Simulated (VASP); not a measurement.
# Co (Fm-3m) in VASP: single point with HSE06

Aim: the single point of Co with HSE06.

Everything below comes from runs of VASP 6.6.1. Logs are shortened: lines on timing, memory, paths and dates and some standing lists are left out, and cuts for length are marked.

### Step 1. The cell of the first run

Symmetry: Fm-3m, No. 225, cubic system. The conventional cell has a = 3.647 Å, b = 3.647 Å, c = 3.647 Å, α = 90.00°, β = 90.00°, γ = 90.00°. Within 3.4 Å of Co (site symmetry m-3m) lie 12 Co at 2.58 Å.

This isn't the form of Co at room conditions, which is hcp.

### Step 2. Single point, HSE06, collinear spin, antiferromagnetic start

Contents of POSCAR:

```
Co
1.0
    0.0000000000      3.6470000000      3.6470000000
    1.8235000000      0.0000000000      1.8235000000
    1.8235000000      1.8235000000      0.0000000000
Co
2
Direct
    0.0000000000      0.0000000000      0.0000000000
    0.5000000000      0.0000000000      0.0000000000
```

Contents of INCAR.step1:

```
  ALGO = Normal
  EDIFF = 1E-5
  ENCUT = 520
  GGA = PE
  ISIF = 2
  ISMEAR = 0
  ISPIN = 2
  LASPH = True
  LMAXMIX = 4
  LORBIT = 11
  LREAL = False
  LWAVE = True
  MAGMOM = 4.2 -4.2
  NBANDS = 20
  NELM = 150
  PREC = Accurate
  SIGMA = 0.1
```

Contents of INCAR.step2:

```
  ALGO = Normal
  EDIFF = 1E-6
  ENCUT = 520
  GGA = PE
  HFSCREEN = 0.2079
  ISIF = 2
  ISMEAR = 0
  ISPIN = 2
  ISTART = 1
  LASPH = True
  LCHARG = True
  LELF = True
  LHFCALC = True
  LMAXMIX = 4
  LORBIT = 11
  LREAL = False
  LVHAR = True
  LWAVE = False
  MAGMOM = 4.2 -4.2
  NBANDS = 20
  NELM = 150
  PREC = Accurate
  PRECFOCK = Normal
  SIGMA = 0.1
```

Contents of KPOINTS:

```
k-points
0
Gamma
  3 6 6
```

Potentials or basis: VASP PAW PBE potentials, release 64 (Co).

Launch:

```
cat potpaw_PBE.64/Co/POTCAR > POTCAR
cp INCAR.step1 INCAR
mpirun -np 1 vasp_std > vasp.out
cp INCAR.step2 INCAR
mpirun -np 1 vasp_std > vasp.out
```

OUTCAR:

```text
EDIFF = 1E-6
   ENCUT = 520
   GGA = PE
   HFSCREEN = 0.2079
   ISIF = 2
   ISMEAR = 0
   ISPIN = 2
   ISTART = 1
   LASPH = True
   LHFCALC = True
   LORBIT = 11
   LREAL = False
   NELM = 150
   PREC = Accurate
   PRECFOCK = Normal

 ion  position               nearest neighbor table
   1  0.000  0.000  0.000-   2 2.58   2 2.58   2 2.58   2 2.58   2 2.58   2 2.58
   2  0.500  0.000  0.000-   1 2.58   1 2.58   1 2.58   1 2.58   1 2.58   1 2.58

  LATTYP: Found a trigonal (rhomboedric) cell.
 ALAT       =     4.4666445460
 COS(alpha) =     0.8333333333

  Lattice vectors:

 A1 = (   1.8235000000,  -1.8235000000,  -3.6470000000)
 A2 = (   3.6470000000,  -1.8235000000,  -1.8235000000)
 A3 = (   1.8235000000,  -3.6470000000,  -1.8235000000)

Analysis of symmetry for initial positions (statically):
=====================================================================
 Subroutine PRICEL returns following result:

  LATTYP: Found a face centered cubic cell.
 ALAT       =     3.6470000000
[... 12 lines left out ...]
 Subroutine GETGRP returns: Found 12 space group operations
 (whereof 12 operations were pure point group operations)
 out of a pool of 12 trial point group operations.

The static configuration has the point symmetry D_3d.

Analysis of symmetry for dynamics (positions and initial velocities):
=====================================================================
 Subroutine PRICEL returns following result:

  LATTYP: Found a face centered cubic cell.
 ALAT       =     3.6470000000
[... 12 lines left out ...]
 Subroutine GETGRP returns: Found 12 space group operations
 (whereof 12 operations were pure point group operations)
 out of a pool of 12 trial point group operations.

The dynamic configuration has the point symmetry D_3d.

Analysis of structural, dynamic, and magnetic symmetry:
=====================================================================
 Subroutine PRICEL returns following result:

  LATTYP: Found a face centered cubic cell.
 ALAT       =     3.6470000000
[... 12 lines left out ...]
 Subroutine GETGRP returns: Found 12 space group operations
 (whereof 12 operations were pure point group operations)
 out of a pool of 12 trial point group operations.

The overall configuration has the point symmetry D_3d.

 Subroutine INISYM returns: Found 12 space group operations
 (whereof 12 operations are pure point group operations),
 and found     2 'primitive' translations

----------------------------------------------------------------------------------------

                                     Primitive cell

  volume of cell :      12.1268

  direct lattice vectors                    reciprocal lattice vectors
     0.000000000  1.823500000  1.823500000    -0.274197971  0.274197971  0.274197971
     1.823500000  0.000000000  1.823500000     0.274197971 -0.274197971  0.274197971
     1.823500000  1.823500000  0.000000000     0.274197971  0.274197971 -0.274197971

  length of vectors
     2.578818431  2.578818431  2.578818431     0.474924817  0.474924817  0.474924817

  position of ions in fractional coordinates (direct lattice)
     0.000000000  0.000000000  0.000000000

  ion indices of the primitive-cell ions
   primitive index   ion index
                 1           1

----------------------------------------------------------------------------------------

 KPOINTS: k-points

Automatic generation of k-mesh.
 Grid dimensions read from file:
 generate k-points for:    3    6    6

 Generating k-lattice:

  Cartesian coordinates                     Fractional coordinates (reciprocal lattice)
    -0.045699662  0.045699662  0.045699662     0.333333333  0.000000000  0.000000000
     0.045699662 -0.045699662  0.045699662     0.000000000  0.166666667  0.000000000
     0.045699662  0.045699662 -0.045699662     0.000000000  0.000000000  0.166666667

  Length of vectors
     0.079154136  0.079154136  0.079154136

  Shift w.r.t. Gamma in fractional coordinates (k-lattice)
     0.000000000  0.000000000  0.000000000

[... 29 lines left out ...]
  0.333333  0.166667  0.000000      6.000000
 -0.333333  0.166667  0.000000      6.000000
  0.000000  0.333333  0.000000      6.000000
[... 8 lines left out ...]
 -0.333333  0.500000  0.166667     12.000000
  0.000000 -0.333333  0.333333      6.000000
   k-points           NKPTS =     16   k-points in BZ     NKDIM =    108   number of bands    NBANDS=     20
   number of dos      NEDOS =    301   number of ions     NIONS =      2
   total plane-waves  NPLWV =  16000
   dimension x,y,z NGX =    40 NGY =   20 NGZ =   20
   dimension x,y,z NGXF=    80 NGYF=   40 NGZF=   40
   ions per type =               2
   NGX,Y,Z   is equivalent  to a cutoff of  12.89, 12.89, 12.89 a.u.
   NGXF,Y,Z  is equivalent  to a cutoff of  25.79, 25.79, 25.79 a.u.
 SYSTEM =  unknown system
   PREC   = accura    normal or accurate (medium, high low for compatibility)
   ISTART =      1    job   : 0-new  1-cont  2-samecut
   ICHARG =      0    charge: 1-file 2-atom 10-const
   ISPIN  =      2    spin polarized calculation?
   LNONCOLLINEAR =      F non collinear calculations
   LSORBIT =      F    spin-orbit coupling
   LASPH  =      T    aspherical Exc in radial PAW
   ENCUT  =  520.0 eV  38.22 Ry    6.18 a.u.   9.59  4.79  4.79*2*pi/ulx,y,z
   NELM   =    150;   NELMIN=  2; NELMDL=  0     # of ELM steps
   EDIFF  = 0.1E-05   stopping-criterion for ELM
   LREAL  =      F    real-space projection
   EDIFFG = 0.1E-04   stopping-criterion for IOM
   NSW    =      0    number of steps for IOM
   IBRION =     -1    ionic relax: 0-MD 1-quasi-New 2-CG
   NFREE  =      0    steps in history (QN), initial steepest desc. (CG)
   ISIF   =      2    stress and relaxation
   ISYM   =      3    0-nonsym 1-usesym 2-fastsym
   POTIM  = 0.5000    time-step for ionic-motion
   TEBEG  =    0.0;   TEEND  =   0.0 temperature during run
   PSTRESS=    0.0 pullay stress
   NELECT =      18.0000    total number of electrons
   NUPDOWN=      -1.0000    fix difference up-down
   EMIN   =  10.00;   EMAX   =-10.00  energy-range for DOS
   EFERMI =   0.00;   METHOD = LEGACY
   ISMEAR =     0;   SIGMA  =   0.10  broadening in eV -4-tet -1-fermi 0-gaus
   EFERMI_NEDOS =   21; number of points for ismear=-14 and -15
   IALGO  =     38    algorithm
   IMIX   =      1    mixing-type and parameters
     AMIX     =   0.40;   BMIX     =  1.00
     AMIX_MAG =   1.60;   BMIX_MAG =  1.00
  volume/ion in A,a.u.               =      12.13        81.84
  Fermi-wavevector in a.u.,A,eV,Ry     =   1.482199  2.800950 29.890835  2.196914
  Thomas-Fermi vector in A             =   2.596015
   LORBIT       =     11    0 simple, 1 ext, 2 COOP (PROOUT), +10 PAW based schemes
   GGA     = PE    functional components
   LHFCALC =     T    Hartree Fock is set to
   PRECFOCK=normal    Normal, Fast or Accurate (Low or Medium for compatibility)
   ENCUT4O =  -1.0   cutoff for four orbital integrals eV
   NKREDX  =     1    reduce k-point grid by
   NKREDY  =     1    reduce k-point grid by
   NKREDZ  =     1    reduce k-point grid by
   AEXX    =    0.2500 exact exchange contribution
   HFSCREEN=    0.2079 screening length (either q_TF or 0.3 A-1)
   HFSCREENC=   0.2079 screening length for correlation (either q_TF or 0.3 A-1)
   ENCUTFOCK=  -1.0 apply spherical cutoff to Coloumb kernel
   IVDW    =     0    specifies the selected vdW correction
   LEPSILON=     F    determine dielectric tensor
   LRPA    =     F    only Hartree local field effects (RPA)
 spin polarized calculation
 Gauss-broadening in eV      SIGMA  =   0.10
  energy-cutoff  :      520.00
  volume of cell :       24.25
 maximum number of plane-waves:       663
 NGX is ok and might be reduce to    40
  NGX = 30; NGY = 16; NGZ = 16

 number of electron      17.9999990 magnetization       0.0000026

 number of electron      17.9999990 magnetization      -0.0001369

 Free energy of the ion-electron system (eV)
  ---------------------------------------------------
  ext. energy  EPLUGINS =         0.00000000
  ---------------------------------------------------
  free energy    TOTEN  =       -18.00549655 eV

  energy without entropy =      -17.99903924  energy(sigma->0) =      -18.00226789

 E-fermi :   8.8886     XC(G=0): -10.3946

 val. band max:        8.5598242025   @ k =   0.3333   0.3333   0.1667
 cond. band min:       8.8893183193   @ k =   0.3333   0.5000   0.1667
 fundamental gap:      0.3294941168
 Fermi energy:         8.8885703700

 spin component 1

 k-point     1 :       0.0000    0.0000    0.0000
  band No.  band energies     occupation
      1      -0.8483      1.00000
      2       2.6123      1.00000
      3       4.0020      1.00000
      4       4.0020      1.00000
      5       4.2204      1.00000
      6       4.2204      1.00000
[... 344 lines left out ...]
      6       6.9397      1.00000
[... 12 lines left out ...]
     19      30.6774      0.00000
     20      35.5592      0.00000
 Fermi energy:         8.8885703700

 spin component 2

 k-point     1 :       0.0000    0.0000    0.0000
  band No.  band energies     occupation
      1      -0.8483      1.00000
      2       2.6121      1.00000
      3       4.0017      1.00000
      4       4.0018      1.00000
      5       4.2201      1.00000
      6       4.2201      1.00000
[... 357 lines left out ...]
     19      30.6774      0.00000
     20      35.5591      0.00000

------------------------ aborting loop because EDIFF is reached ----------------------------------------

  FORCE on cell =-STRESS in cart. coord.  units (eV):
  Direction    XX          YY          ZZ          XY          YZ          ZX
  --------------------------------------------------------------------------------------
  -------------------------------------------------------------------------------------
  Total       -0.5042439     -0.5042439     -0.5042439     -1.7830643      1.7830643     -1.7830643
  in kB      -33.3099456    -33.3099456    -33.3099456   -117.7877956    117.7877956   -117.7877956
  external PRESSURE =     -33.3099456 kB  Pullay stress =       0.0000000 kB

 VOLUME and BASIS-vectors are now :
 -----------------------------------------------------------------------------
  energy-cutoff  :      520.00
  volume of cell :       24.25
      direct lattice vectors                 reciprocal lattice vectors
     0.000000000  3.647000000  3.647000000    -0.137098985  0.137098985  0.137098985
     1.823500000  0.000000000  1.823500000     0.274197971 -0.274197971  0.274197971
     1.823500000  1.823500000  0.000000000     0.274197971  0.274197971 -0.274197971

 POSITION                                       TOTAL-FORCE (eV/Angst)
 -----------------------------------------------------------------------------------
      0.00000      0.00000      0.00000         0.000000      0.000000      0.000000
      0.00000      1.82350      1.82350        -0.000000     -0.000000     -0.000000
 -----------------------------------------------------------------------------------
    total drift:                               -0.000000     -0.000001     -0.000000

  FREE ENERGIE OF THE ION-ELECTRON SYSTEM (eV)
  ---------------------------------------------------
  free  energy   TOTEN  =       -18.0054965490 eV

  energy  without entropy=      -17.9990392368  energy(sigma->0) =      -18.00226789

 total charge

# of ion       s       p       d       tot
------------------------------------------
    1        0.464   0.493   7.128   8.085
    2        0.464   0.493   7.128   8.085
--------------------------------------------------
tot          0.928   0.986  14.256  16.170

 magnetization (x)

# of ion       s       p       d       tot
------------------------------------------
    1        0.000  -0.009   2.189   2.180
    2       -0.000   0.009  -2.189  -2.180
--------------------------------------------------
tot          0.000   0.000   0.000   0.000
```

It took 81 min on 1 thread of Intel Xeon Platinum 8124M at 3.00GHz (Skylake/Cascade Lake), shared host; peak memory 0.27 GiB.

Results:

```
Free energy                                           : -18.0055 eV
Pressure                                              : -3.3 GPa
Band gap on the k mesh                                : zero (filled and empty bands overlap)
Net moment                                            : 0.00 μB per cell
Site moments                                          : Co +2.18, -2.18 μB
Valence electrons inside the program's atomic spheres : Co 8.09
```

Caveat: the k points lie up to 0.50 Å⁻¹ apart, too coarse for converged energies and pressures of a metal; the PAW data sets were made with another functional, which shifts forces and pressure a little.
